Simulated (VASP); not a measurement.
Crystal: SrTiO3.

```
CELL_PARAMETERS angstrom
3.90685 0.00000 0.00000
0.00000 3.90685 0.00000
0.00000 0.00000 3.75058
ATOMIC_POSITIONS crystal
Sr 0.00000 0.00000 0.00000
Ti 0.50000 0.50000 0.50000
O 0.50000 0.50000 0.00000
O 0.50000 0.00000 0.50000
O 0.00000 0.50000 0.50000
```

This cell differs from its parent crystal: uniaxial z strain -4.0%.

Base run:

* Program: VASP 6.6.1
* Functional: PBE
* Potentials or basis: VASP PAW PBE potentials, release 64 (Sr_sv, Ti_sv, O)
* Cutoff: 520 eV
* k mesh: 6 × 6 × 6
* Occupations: fermi-dirac, width 0.02 eV
* Spin: no spin polarisation

Its results: band gap on the k mesh 1.86 eV (least direct gap 2.17 eV); pressure 13.7 GPa.

The run is repeated on the same cell with these changes: functional from PBE to r2SCAN; occupations from fermi-dirac, width 0.02 eV to gaussian, width 0.01 eV. What comes out?

Band gap on the k mesh 2.29 eV (least direct gap 2.64 eV); pressure 10.1 GPa.

Caveats: the cell stands under pressure; the PAW data sets were made with another functional, which shifts forces and pressure a little (at least some runs).

A k mesh can miss the band edges.
